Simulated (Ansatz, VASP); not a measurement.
In3S2 in VASP and in Ansatz

The input INCAR:

```
SYSTEM = In3S2
PREC = Accurate
ENCUT = 600
EDIFF = 1E-6
ISMEAR = 0
SIGMA = 0.1
LREAL = .False.
LASPH = .True.
NELM = 100
ALGO = Normal
ISIF = 3
LWAVE = .False.
LCHARG = .False.
GGA = PE
IBRION = 2
NSW = 90
EDIFFG = -0.04
```

The input KPOINTS:

```
regular mesh
0
Gamma
  4 4 4
  0 0 0
```

The input POSCAR:

```
In3S2
1.0
    4.9790905000      0.0000000000      0.0000000000
    0.0000000000      4.9790905000      0.0000000000
    0.0000000000      0.0000000000      5.8584657100
In S
3 2
Direct
    0.0000000000      0.0000000000      0.0000000000
    0.0000000000      0.0000000000      0.5000000000
    0.5000000000      0.5000000000      0.5000000000
    0.5000000000      0.5000000000      0.1714113000
    0.5000000000      0.5000000000      0.8285887000
```

Input for Ansatz:

```yaml
crystal:
  lattice:
    - [4.9790905, 0.0, 0.0]
    - [0.0, 4.9790905, 0.0]
    - [0.0, 0.0, 5.85846571]
  atoms:
    - { symbol: In, position: [0.0, 0.0, 0.0] }
    - { symbol: In, position: [0.0, 0.0, 0.5] }
    - { symbol: In, position: [0.5, 0.5, 0.5] }
    - { symbol: S, position: [0.5, 0.5, 0.1714113] }
    - { symbol: S, position: [0.5, 0.5, 0.8285887] }
basis:
  ecutwfc: 420
kpoints:
  mp_grid: { grid: [4, 4, 4] }
hamiltonian:
  xc: pbe
scf:
  occupations: { method: gaussian, width: 0.1 }
  lower_state_search: "off"
output:
  forces: true
  stress: true
  eigenvalues: true
relax:
  adjacent_minimum: "off"
  f_tol: 0.04
  max_steps: 70
  cell: { stress_tol: 0.4 }
```

Alike in both runs: task relaxation of cell and atoms; functional PBE; k mesh 4 × 4 × 4; occupations gaussian, width 0.1 eV; no spin polarisation.

|  | VASP | Ansatz |
| --- | --- | --- |
| version | VASP 6.6.1 | Ansatz 0.2.0 |
| potentials or method | VASP PAW PBE potentials, release 64 (In_d, S), cutoff 600 eV | scalar-relativistic, plane waves, PAW |
| valence electrons in the cell | 51 | 51 |

|  | VASP | Ansatz | Ansatz less VASP |
| --- | --- | --- | --- |
| gap on the k mesh at the Fermi level, each at its own relaxed structure (eV) | none | none | - |
| relaxed volume (Å³/atom) | 28.62 | 27.32 | -1.304 |
| relaxed cell length with the largest relative difference (Å) | 4.376 | 4.241 | -0.1342 |

A gap of «none» marks a metal or a gap that the smearing closes.
